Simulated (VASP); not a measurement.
Runs of VASP 6.6.1 on Rh. The structure is that of space group P6_3/mmc (No. 194), or close to it. The cells are those of the table. This isn't the form of Rh at room conditions, which is fcc.

| cell | k mesh | gap on the mesh (eV) | pressure (GPa) |
| --- | --- | --- | --- |
| a = 2.794, b = 2.794, c = 4.478 Å, angles 90.0, 90.0, 120.0°, 2 atoms | 18 × 18 × 10 | none | (a) |
| a = 2.700, b = 2.700, c = 4.343 Å, angles 90.0, 90.0, 120.0°, 2 atoms | 18 × 18 × 10 | none | (b) |
| a = 2.595, b = 2.595, c = 4.505 Å, angles 90.0, 90.0, 120.0°, 2 atoms | 24 × 24 × 12 | none | 16.2 |
| a = 2.704, b = 2.704, c = 4.349 Å, angles 90.0, 90.0, 120.0°, 2 atoms | 24 × 24 × 12 | none | 0.1 |
| a = 2.759, b = 2.759, c = 4.428 Å, angles 90.0, 90.0, 120.0°, 2 atoms | 18 × 18 × 10 | none | -13.9 |

Alike in all rows: task single point; level r2SCAN; potentials or basis VASP PAW PBE potentials, release 64 (Rh_sv_GW); no spin polarisation; cutoff (eV) 680; smearing gaussian 0.1 eV.

**Question.** Estimate the missing entries.

**Answer.** (a) -20.7; (b) 1.0.

Caveats: the PAW data sets were made with another functional, which shifts forces and pressure a little; the cell stands under tension (at least some runs); the stress differs along the axes, from 0 to 24 GPa (at least some runs).

A k mesh can miss the band edges, and the runs leave out spin-orbit coupling on Rh.

A gap of «none» marks levels without a gap at the run's occupations.
